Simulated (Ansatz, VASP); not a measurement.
## One calculation of Si, two programs

File INCAR:

```
PREC     = Accurate       # precision mode
ENCUT    = 520            # plane-wave cutoff, eV
EDIFF    = 1E-6           # SCF threshold, eV
ISMEAR   = 0              # smearing method
SIGMA    = 0.05           # smearing width, eV
LREAL    = F              # projectors in reciprocal space
LASPH    = T              # aspherical terms in the spheres
NELM     = 60             # most SCF steps
ALGO     = Normal         # electronic algorithm
ISIF     = 2              # what is computed and relaxed
LWAVE    = F              # write WAVECAR
LCHARG   = F              # write CHGCAR
GGA      = PE             # functional
NBANDS   = 26             # bands
```

KPOINTS

```
regular mesh
0
Gamma
  8 8 8
```

POSCAR

```
Si
1.0
    3.3455832253     -3.3455832253      1.9304179686
    3.3455832253      3.3455832253     -1.9304179686
   -3.3455832253      3.3455832253      5.7912539057
Si
8
Direct
    0.1262943202      0.2832428825      0.0523161874
    0.5893052538      0.3572210152      0.5893052538
    0.4106947462      0.6427789848      0.4106947462
    0.9106947462      0.6427789848      0.9106947462
    0.7320842385      0.0000000000      0.0893052538
    0.2320842386      0.0000000000      0.5893052538
    0.7679157615      0.0000000000      0.4106947462
    0.2679157614      0.0000000000      0.9106947462
```

Input for Ansatz:

```yaml
crystal:
  lattice:
    - [3.3455832253, -3.3455832253, 1.9304179686]
    - [3.3455832253, 3.3455832253, -1.9304179686]
    - [-3.3455832253, 3.3455832253, 5.7912539057]
  atoms:
    - { symbol: Si, position: [0.1262943202, 0.2832428825, 0.0523161874] }
    - { symbol: Si, position: [0.5893052538, 0.3572210152, 0.5893052538] }
    - { symbol: Si, position: [0.4106947462, 0.6427789848, 0.4106947462] }
    - { symbol: Si, position: [0.9106947462, 0.6427789848, 0.9106947462] }
    - { symbol: Si, position: [0.7320842385, 0.0, 0.0893052538] }
    - { symbol: Si, position: [0.2320842386, 0.0, 0.5893052538] }
    - { symbol: Si, position: [0.7679157615, 0.0, 0.4106947462] }
    - { symbol: Si, position: [0.2679157614, 0.0, 0.9106947462] }
basis:
  ecutwfc: 420
kpoints:
  mp_grid: { grid: [8, 8, 8] }
hamiltonian:
  xc: pbe
  pseudopotentials: { kind: paw, azcp: { folder: soft_1 } }
scf:
  occupations: { method: gaussian, width: 0.05 }
output:
  forces: true
  stress: true
  eigenvalues: true
```

Alike in both runs: task single point; functional PBE; k mesh 8 × 8 × 8; occupations gaussian, width 0.05 eV; no spin polarisation.

|  | VASP | Ansatz |
| --- | --- | --- |
| version | VASP 6.6.1 | Ansatz 0.2.0 |
| potentials or method | VASP PAW PBE potentials, release 64 (Si), cutoff 520 eV | scalar-relativistic, plane waves, PAW |
| valence electrons in the cell | 32 | 32 |

|  | VASP | Ansatz | Ansatz less VASP |
| --- | --- | --- | --- |
| gap on the k mesh at the Fermi level (eV) | none | none | - |
| pressure (GPa) | 4.0 | 4.1 | +0.10 |
| traceless stress, the component that is largest in VASP (GPa) | 11.19 | 11.30 | +0.101 |
| rms of the force components (eV/Å) | 3.238 | 3.264 | +0.0254 |

Atom by atom the forces differ by 0.026 eV/Å (rms over components). A gap of «none» marks a metal or a gap that the smearing closes. With one functional, cell and mesh, what is left measures potentials, basis and numerics.
